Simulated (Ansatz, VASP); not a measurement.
**CaO: VASP beside Ansatz**

Contents of POSCAR:

```
CaO
1.0
    0.0000000000      2.3975473904      2.3975473904
    2.3975473904      0.0000000000      2.3975473904
    2.3975473904      2.3975473904      0.0000000000
Ca O
1 1
Direct
    0.0000000000      0.0000000000      0.0000000000
    0.5000000000      0.5000000000      0.5000000000
```

INCAR.step1

```
SYSTEM = CaO
PREC = Accurate ; ENCUT = 910
ISMEAR = 0 ; SIGMA = 0.01
LREAL = .FALSE. ; LASPH = .TRUE.
NELM = 120 ; NBANDS = 15
GGA = PE ; ALGO = Normal
EDIFF = 1E-5 ; LWAVE = .TRUE.
LCHARG = .FALSE. ; GGA_COMPAT = .FALSE.
```

The input INCAR.step2:

```
SYSTEM = CaO
PREC = Accurate ; ENCUT = 910
EDIFF = 1E-6 ; ISMEAR = 0
SIGMA = 0.01 ; LREAL = .FALSE.
LASPH = .TRUE. ; NELM = 120
ALGO = Normal ; ISIF = 2
LWAVE = .FALSE. ; LCHARG = .FALSE.
METAGGA = R2SCAN ; LMIXTAU = .TRUE.
NBANDS = 15 ; ISTART = 1
GGA_COMPAT = .FALSE.
```

Contents of KPOINTS:

```
Automatic mesh
0
G
  10 10 10
  0 0 0
```

Input for Ansatz:

```yaml
crystal:
  lattice:
    - [0.0, 2.3975473904, 2.3975473904]
    - [2.3975473904, 0.0, 2.3975473904]
    - [2.3975473904, 2.3975473904, 0.0]
  atoms:
    - { symbol: Ca, position: [0.0, 0.0, 0.0] }
    - { symbol: O, position: [0.5, 0.5, 0.5] }
kpoints:
  mp_grid: { grid: [10, 10, 10] }
  band_path:
    path:
      - [0.0, 0.0, 0.0]
      - [0.5, 0.0, 0.5]
      - [0.625, 0.25, 0.625]
      - [0.375, 0.375, 0.75]
      - [0.5, 0.5, 0.5]
      - [0.5, 0.25, 0.75]
      - [0.0, 0.5, 0.5]
    npoints: 1
hamiltonian:
  xc: r2scan
scf:
  occupations: { method: fixed }
  n_extra_bands: 4
output:
  forces: true
  stress: true
  eigenvalues: true
```

Alike in both runs: task single point; functional r2SCAN; k mesh 10 × 10 × 10; no spin polarisation.

|  | VASP | Ansatz |
| --- | --- | --- |
| version | VASP 6.6.1 | Ansatz 0.2.0 |
| potentials or method | VASP PAW PBE potentials, release 64 (Ca_sv, O_h) | plane waves, PAW |
| plane-wave cutoff (eV) | 910 | 500 |
| occupations | gaussian, width 0.01 eV | fixed |
| valence electrons in the cell | 16 | 16 |

```csv
,VASP,Ansatz,Ansatz less VASP
gap on the k mesh at the Fermi level (eV),4.19,4.20,+0.008
```

VASP's potentials were made for PBE, not for r2SCAN.

Noted on VASP's run: the cutoff is short for stress, so the pressure is rough.
